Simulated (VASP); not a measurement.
Runs of VASP 6.6.1 on Cd. The structure is that of space group Pm-3m (No. 221), or close to it. The cells are those of the table. This isn't the form of Cd at room conditions, which is hcp.

```csv
task,cell,gap on the mesh (eV),pressure (GPa)
single point,"a = 2.913 Å, 1 atom",none,(a)
single point,"a = 2.927 Å, 1 atom",none,-0.3
relaxation of cell and atoms,"relaxed from a = 2.870 Å, 1 atom",none,0.0
single point,"a = 2.898 Å, 1 atom",none,0.9
```

Alike in all rows: level PBEsol; potentials or basis VASP PAW PBE potentials, release 64 (Cd); no spin polarisation; k mesh 7 × 7 × 7; cutoff (eV) 500; smearing fermi-dirac 0.05 eV.

Q: Fill in the values left out.

A: (a) 0.3.

Caveats: the PAW data sets were made with another functional, which shifts forces and pressure a little.

A k mesh can miss the band edges, and the runs leave out spin-orbit coupling on Cd.

A gap of «none» marks levels without a gap at the run's occupations.
